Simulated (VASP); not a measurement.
# Ga (P6/mmm) in VASP: a series of runs

Runs on Ga. Level: r2SCAN. Tasks: relaxation of cell and atoms, single point.

Everything below comes from runs of VASP 6.6.1. Logs are shortened: lines on timing, memory, paths and dates and some standing lists are left out, and cuts for length are marked.

### Step 1. The cell of the first run

It takes space group P6/mmm (No. 191, hexagonal). Conventional cell: a = 5.012 Å, b = 5.012 Å, c = 3.073 Å, α = 90.00°, β = 90.00°, γ = 120.00°. Ga (site symmetry 6/mmm) has 14 Ga at 3.07 to 3.28 Å within 4.0 Å. Ga (site symmetry -6m2) has 11 Ga at 2.89 to 3.28 Å within 3.8 Å.

### Step 2. Relaxation of cell and atoms, r2SCAN

The input, POSCAR:

```
Ga
1.0
    5.0119312364      0.0000000000      0.0000000000
   -2.5059656182      4.3404597727      0.0000000000
    0.0000000000      0.0000000000      3.0725317580
Ga
3
Direct
    0.0000000000      0.0000000000      0.0000000000
    0.3333333333      0.6666666667      0.5000000000
    0.6666666667      0.3333333333      0.5000000000
```

The input, INCAR.step1:

```
SYSTEM = Ga
  ALGO = Normal
  EDIFF = 1E-4
  ENCUT = 600
  GGA = PE
  ISMEAR = 0
  LASPH = .True.
  LCHARG = .False.
  LREAL = .False.
  LWAVE = .True.
  NELM = 100
  PREC = Accurate
  SIGMA = 0.1
```

The input, INCAR.step2:

```
SYSTEM = Ga
  ALGO = Normal
  EDIFF = 1E-6
  EDIFFG = -0.04
  ENCUT = 600
  IBRION = 2
  ISIF = 3
  ISMEAR = 0
  ISTART = 1
  LASPH = .True.
  LCHARG = .False.
  LMIXTAU = .True.
  LREAL = .False.
  LWAVE = .False.
  METAGGA = R2SCAN
  NELM = 100
  NSW = 90
  PREC = Accurate
  SIGMA = 0.1
```

The input, KPOINTS:

```
k-points
0
Gamma
  6 6 6
  0 0 0
```

Potentials or basis: VASP PAW PBE potentials, release 64 (Ga_d).

Run with:

```bash
$ cat potpaw_PBE.64/Ga_d/POTCAR > POTCAR
$ cp INCAR.step1 INCAR
$ mpirun -np 1 vasp_std > vasp.out
$ cp INCAR.step2 INCAR
$ mpirun -np 1 vasp_std > vasp.out
```

OUTCAR:

```text
SYSTEM = Ga
   EDIFF = 1E-6
   EDIFFG = -0.04
   ENCUT = 600
   IBRION = 2
   ISIF = 3
   ISMEAR = 0
   ISTART = 1
   LASPH = .True.
   LREAL = .False.
   METAGGA = R2SCAN
   NELM = 100
   NSW = 90
   PREC = Accurate

 ion  position               nearest neighbor table
   1  0.000  0.000  0.000-
   2  0.333  0.667  0.500-   3 2.89   3 2.89   3 2.89
   3  0.667  0.333  0.500-   2 2.89   2 2.89   2 2.89

  LATTYP: Found a hexagonal cell.
 ALAT       =     5.0119312364
 C/A-ratio  =     0.6130434783

  Lattice vectors:

 A1 = (   5.0119312364,   0.0000000000,   0.0000000000)
 A2 = (  -2.5059656182,   4.3404597727,   0.0000000000)
 A3 = (   0.0000000000,   0.0000000000,   3.0725317580)

Analysis of symmetry for initial positions (statically):
=====================================================================
 Subroutine PRICEL returns:
 Original cell was already a primitive cell.

 Routine SETGRP: Setting up the symmetry group for a
 hexagonal supercell.

 Subroutine GETGRP returns: Found 24 space group operations
 (whereof 24 operations were pure point group operations)
 out of a pool of 24 trial point group operations.

The static configuration has the point symmetry D_6h.

Analysis of symmetry for dynamics (positions and initial velocities):
=====================================================================
 Subroutine PRICEL returns:
 Original cell was already a primitive cell.

 Routine SETGRP: Setting up the symmetry group for a
 hexagonal supercell.

 Subroutine GETGRP returns: Found 24 space group operations
 (whereof 24 operations were pure point group operations)
 out of a pool of 24 trial point group operations.

The dynamic configuration has the point symmetry D_6h.

 Subroutine INISYM returns: Found 24 space group operations
 (whereof 24 operations are pure point group operations),
 and found     1 'primitive' translations

----------------------------------------------------------------------------------------

                                     Primitive cell

  volume of cell :      66.8401

  direct lattice vectors                    reciprocal lattice vectors
     5.011931236  0.000000000  0.000000000     0.199523887  0.115195170  0.000000000
    -2.505965618  4.340459773  0.000000000     0.000000000  0.230390339  0.000000000
     0.000000000  0.000000000  3.072531758     0.000000000  0.000000000  0.325464496

  length of vectors
     5.011931236  5.011931236  3.072531758     0.230390339  0.230390339  0.325464496

  position of ions in fractional coordinates (direct lattice)
     0.000000000  0.000000000  0.000000000
     0.333333333  0.666666667  0.500000000
     0.666666667  0.333333333  0.500000000

  ion indices of the primitive-cell ions
   primitive index   ion index
                 1           1
                 2           2
                 3           3

----------------------------------------------------------------------------------------

 KPOINTS: k-points

Automatic generation of k-mesh.
 Grid dimensions read from file:
 generate k-points for:    6    6    6

 Generating k-lattice:

  Cartesian coordinates                     Fractional coordinates (reciprocal lattice)
     0.033253981  0.019199195  0.000000000     0.166666667  0.000000000  0.000000000
     0.000000000  0.038398390  0.000000000     0.000000000  0.166666667  0.000000000
     0.000000000  0.000000000  0.054244083     0.000000000  0.000000000  0.166666667

  Length of vectors
     0.038398390  0.038398390  0.054244083

  Shift w.r.t. Gamma in fractional coordinates (k-lattice)
     0.000000000  0.000000000  0.000000000

 Subroutine IBZKPT returns following result:
 ===========================================

 Found     28 irreducible k-points:

 Following reciprocal coordinates:
            Coordinates               Weight
  0.000000  0.000000  0.000000      1.000000
  0.166667  0.000000  0.000000      6.000000
  0.333333  0.000000  0.000000      6.000000
  0.500000  0.000000  0.000000      3.000000
  0.166667  0.166667  0.000000      6.000000
  0.333333  0.166667  0.000000     12.000000
[... 16 lines left out ...]
  0.166667  0.000000  0.500000      6.000000
  0.333333  0.000000  0.500000      6.000000
 [... further k-points ...]
   k-points           NKPTS =     28   k-points in BZ     NKDIM =     28   number of bands    NBANDS=     23
   number of dos      NEDOS =    301   number of ions     NIONS =      3
   total plane-waves  NPLWV =  44800
   dimension x,y,z NGX =    40 NGY =   40 NGZ =   28
   dimension x,y,z NGXF=    80 NGYF=   80 NGZF=   56
   ions per type =               3
   NGX,Y,Z   is equivalent  to a cutoff of  13.27, 13.27, 15.15 a.u.
   NGXF,Y,Z  is equivalent  to a cutoff of  26.54, 26.54, 30.30 a.u.
 SYSTEM =  Ga
   PREC   = accura    normal or accurate (medium, high low for compatibility)
   ISTART =      1    job   : 0-new  1-cont  2-samecut
   ICHARG =      0    charge: 1-file 2-atom 10-const
   ISPIN  =      1    spin polarized calculation?
   LNONCOLLINEAR =      F non collinear calculations
   LSORBIT =      F    spin-orbit coupling
   LASPH  =      T    aspherical Exc in radial PAW
   ENCUT  =  600.0 eV  44.10 Ry    6.64 a.u.  10.01 10.01  6.14*2*pi/ulx,y,z
   NELM   =    100;   NELMIN=  2; NELMDL=  0     # of ELM steps
   EDIFF  = 0.1E-05   stopping-criterion for ELM
   LREAL  =      F    real-space projection
   EDIFFG = -.4E-01   stopping-criterion for IOM
   NSW    =     90    number of steps for IOM
   IBRION =      2    ionic relax: 0-MD 1-quasi-New 2-CG
   NFREE  =      1    steps in history (QN), initial steepest desc. (CG)
   ISIF   =      3    stress and relaxation
   ISYM   =      2    0-nonsym 1-usesym 2-fastsym
   POTIM  = 0.5000    time-step for ionic-motion
   TEBEG  =    0.0;   TEEND  =   0.0 temperature during run
   PSTRESS=    0.0 pullay stress
   NELECT =      39.0000    total number of electrons
   NUPDOWN=      -1.0000    fix difference up-down
   EMIN   =  10.00;   EMAX   =-10.00  energy-range for DOS
   EFERMI =   0.00;   METHOD = LEGACY
   ISMEAR =     0;   SIGMA  =   0.10  broadening in eV -4-tet -1-fermi 0-gaus
   EFERMI_NEDOS =   21; number of points for ismear=-14 and -15
   IALGO  =     38    algorithm
   IMIX   =      4    mixing-type and parameters
     AMIX     =   0.40;   BMIX     =  1.00
     AMIX_MAG =   1.60;   BMIX_MAG =  1.00
  volume/ion in A,a.u.               =      22.28       150.35
  Fermi-wavevector in a.u.,A,eV,Ry     =   1.367993  2.585132 25.462019  1.871406
  Thomas-Fermi vector in A             =   2.493997
   LORBIT       =      0    0 simple, 1 ext, 2 COOP (PROOUT), +10 PAW based schemes
   METAGGA = R2SCAN    functional components
   LHFCALC =     F    Hartree Fock is set to
   AEXX    =    0.0000 exact exchange contribution
   IVDW    =     0    specifies the selected vdW correction
   LEPSILON=     F    determine dielectric tensor
   LRPA    =     F    only Hartree local field effects (RPA)
 conjugate gradient relaxation of ions
 non-spin polarized calculation
 Gauss-broadening in eV      SIGMA  =   0.10
  energy-cutoff  :      600.00
  volume of cell :       66.84
 maximum number of plane-waves:      2263
   NGX = 21   NGY = 21   NGZ = 13

--------------------------------------- Ionic step        1  -------------------------------------------

 number of electron      38.9999992 magnetization

 Free energy of the ion-electron system (eV)
  ---------------------------------------------------
  ext. energy  EPLUGINS =         0.00000000
  ---------------------------------------------------
  free energy    TOTEN  =       -33.57198268 eV

  energy without entropy =      -33.56676358  energy(sigma->0) =      -33.56937313

 E-fermi :   3.8889     XC(G=0): -11.2165

 val. band max:        3.8160466578   @ k =   0.1667   0.0000   0.1667
 cond. band min:       3.9721142340   @ k =   0.1667   0.1667   0.5000
 fundamental gap:      0.1560675762
 Fermi energy:         3.8888819044

 k-point     1 :       0.0000    0.0000    0.0000
  band No.  band energies     occupation
      1     -11.4647      2.00000
      2     -11.3470      2.00000
      3     -11.3289      2.00000
      4     -11.3288      2.00000
      5     -11.3039      2.00000
      6     -11.2825      2.00000
[... 15 lines left out ...]
     22       3.1449      2.00000
     23       9.5585      0.00000
[... 731 lines left out ...]
 POSITION                                       TOTAL-FORCE (eV/Angst)
 -----------------------------------------------------------------------------------
      0.00000      0.00000      0.00000        -0.000000      0.000000     -0.000000
     -0.00000      2.71693      1.42738         0.000000      0.000000     -0.000000
      2.35293      1.35846      1.42738        -0.000000     -0.000000      0.000000
 -----------------------------------------------------------------------------------
    total drift:                               -0.000000      0.000000      0.000000

  FREE ENERGIE OF THE ION-ELECTRON SYSTEM (eV)
  ---------------------------------------------------
  free  energy   TOTEN  =       -33.9115537227 eV

  energy  without entropy=      -33.9078544441  energy(sigma->0) =      -33.90970408

--------------------------------------- Ionic step        5  -------------------------------------------

 number of electron      39.0000005 magnetization

 Free energy of the ion-electron system (eV)
  ---------------------------------------------------
  ext. energy  EPLUGINS =         0.00000000
  ---------------------------------------------------
  free energy    TOTEN  =       -33.91379728 eV

  energy without entropy =      -33.91163239  energy(sigma->0) =      -33.91271484

 E-fermi :   5.8007     XC(G=0): -12.3762

 val. band max:        5.6290841192   @ k =   0.1667   0.0000   0.1667
 cond. band min:       5.8383204448   @ k =   0.5000   0.0000   0.5000
 fundamental gap:      0.2092363256
 Fermi energy:         5.8006816135

 k-point     1 :       0.0000    0.0000    0.0000
  band No.  band energies     occupation
      1      -9.9385      2.00000
      2      -9.7756      2.00000
      3      -9.7438      2.00000
      4      -9.7169      2.00000
      5      -9.7168      2.00000
      6      -9.6552      2.00000
[... 15 lines left out ...]
     22       4.2612      2.00000
     23      12.6447      0.00000
[... 620 lines left out ...]
 POSITION                                       TOTAL-FORCE (eV/Angst)
 -----------------------------------------------------------------------------------
      0.00000     -0.00000      2.83521         0.000000      0.000000      0.000000
     -0.00000      2.72571      1.41760         0.000000     -0.000000      0.000000
      2.36053      1.36285      1.41760        -0.000000      0.000000     -0.000000
 -----------------------------------------------------------------------------------
    total drift:                               -0.000000      0.000000      0.000000

  FREE ENERGIE OF THE ION-ELECTRON SYSTEM (eV)
  ---------------------------------------------------
  free  energy   TOTEN  =       -33.9137972777 eV

  energy  without entropy=      -33.9116323938  energy(sigma->0) =      -33.91271484

 reached required accuracy - stopping structural energy minimisation
```

It took 7.8 min on 1 thread of AMD EPYC 9R45 (Zen 5), shared host; peak memory 0.22 GiB.

Results:

| Property | Result |
| --- | --- |
| Free energy | -33.9138 eV |
| Relaxed volume | 18.24 Å³/atom |
| Relaxed cell | a = 4.721 Å, b = 4.721 Å, c = 2.835 Å, α = 90.00°, β = 90.00°, γ = 120.00° |
| Space group after relaxing (to 0.05 Å) | P6/mmm (No. 191) |
| Energy gained by relaxing | 113.9 meV/atom |
| Ionic steps | 5 |
| Pressure after relaxing | -0.1 GPa |

The path:
```tsv
step	energy change (eV)	largest force (eV/Å)	pressure (GPa)	volume (Å³)
1	0.0000	0.0000	-7.01	66.84
2	-0.3063	0.0000	-3.10	57.84
3	-0.3397	0.0000	0.12	54.52
4	-0.3396	0.0000	-0.14	54.75
5	-0.3418	0.0000	-0.08	54.73
```

Final structure:
```
Ga
1.0
     4.72106    0.00000    0.00000
    -2.36053    4.08856    0.00000
     0.00000    0.00000    2.83521
Ga
3
Direct
  0.00000 0.00000 0.00000
  0.33333 0.66667 0.50000
  0.66667 0.33333 0.50000
```

Caveat: the volume moved by over 15 % at a fixed basis, so the end points are rough; the PAW data sets were made with another functional, which shifts forces and pressure a little.

### Step 3. Single point, r2SCAN

This run uses another cell than the first one, of 18.23 Å³/atom, 0.818 times its volume.

The input, POSCAR:

```
Ga
1.0
    4.7568914764      0.0000000000      0.0000000000
   -2.3784457382      4.1195888616      0.0000000000
    0.0000000000      0.0000000000      2.7902548356
Ga
3
Direct
    0.0000000000      0.0000000000      0.0000000000
    0.3333333333      0.6666666667      0.5000000000
    0.6666666667      0.3333333333      0.5000000000
```

The input, INCAR.step1:

```
SYSTEM = Ga
PREC     = Accurate       ! precision mode
ENCUT    = 520            ! plane-wave cutoff, eV
ISMEAR   = 0              ! smearing method
SIGMA    = 0.1            ! smearing width, eV
LREAL    = .FALSE.        ! projectors in reciprocal space
LASPH    = .TRUE.         ! aspherical terms in the spheres
NELM     = 100            ! most SCF steps
NBANDS   = 26             ! bands
GGA      = PE             ! functional
ALGO     = Normal         ! electronic algorithm
EDIFF    = 1E-4           ! SCF threshold, eV
LWAVE    = .TRUE.         ! write WAVECAR
LCHARG   = .FALSE.        ! write CHGCAR
```

The input, INCAR.step2:

```
SYSTEM = Ga
PREC     = Accurate       ! precision mode
ENCUT    = 520            ! plane-wave cutoff, eV
EDIFF    = 1E-6           ! SCF threshold, eV
ISMEAR   = 0              ! smearing method
SIGMA    = 0.1            ! smearing width, eV
LREAL    = .FALSE.        ! projectors in reciprocal space
LASPH    = .TRUE.         ! aspherical terms in the spheres
NELM     = 100            ! most SCF steps
ALGO     = Normal         ! electronic algorithm
ISIF     = 2              ! what is computed and relaxed
LWAVE    = .FALSE.        ! write WAVECAR
LCHARG   = .FALSE.        ! write CHGCAR
METAGGA  = R2SCAN         ! meta-GGA
LMIXTAU  = .TRUE.       
NBANDS   = 26             ! bands
ISTART   = 1
```

The input, KPOINTS:

```
Automatic mesh
0
G
  12 12 16
  0 0 0
```

Potentials or basis: VASP PAW PBE potentials, release 64 (Ga_d).

Run with:

```bash
$ cat potpaw_PBE.64/Ga_d/POTCAR > POTCAR
$ cp INCAR.step1 INCAR
$ mpirun -np 1 vasp_std > vasp.out
$ cp INCAR.step2 INCAR
$ mpirun -np 1 vasp_std > vasp.out
```

Wall time 10 min (1 thread of AMD EPYC 7R13 (Zen 3), shared host); peak memory 0.28 GiB.

Results (log left out):

```yaml
Free_energy: -33.8323 eV
Pressure: 0.1 GPa
```

Stress tensor (GPa, compression positive):
```
 0.11  0.00  0.00
 0.00  0.11  0.00
 0.00  0.00 -0.01
```

Levels at points of the mesh, in eV from the Fermi level:
| k point | band 16 | band 17 | band 18 | band 19 | band 20 | band 21 | band 22 | band 23 |
| --- | --- | --- | --- | --- | --- | --- | --- | --- |
| (0.00, 0.00, 0.00) | -11.91 | -3.27 | -3.12 | -1.69 | -1.69 | -1.59 | -1.59 | 7.53 |
| (0.50, 0.00, 0.00) | -9.49 | -9.49 | -4.93 | -4.27 | 4.21 | 4.34 | 5.46 | 5.64 |
| (0.00, 0.00, 0.50) | -7.04 | -6.11 | 1.46 | 1.49 | 1.69 | 1.69 | 1.92 | 2.07 |
| (0.50, 0.00, 0.50) | -4.75 | -4.64 | -3.82 | -3.56 | -0.11 | 0.14 | 0.23 | 2.18 |

Caveat: the PAW data sets were made with another functional, which shifts forces and pressure a little.

[end of part 1 of 2]
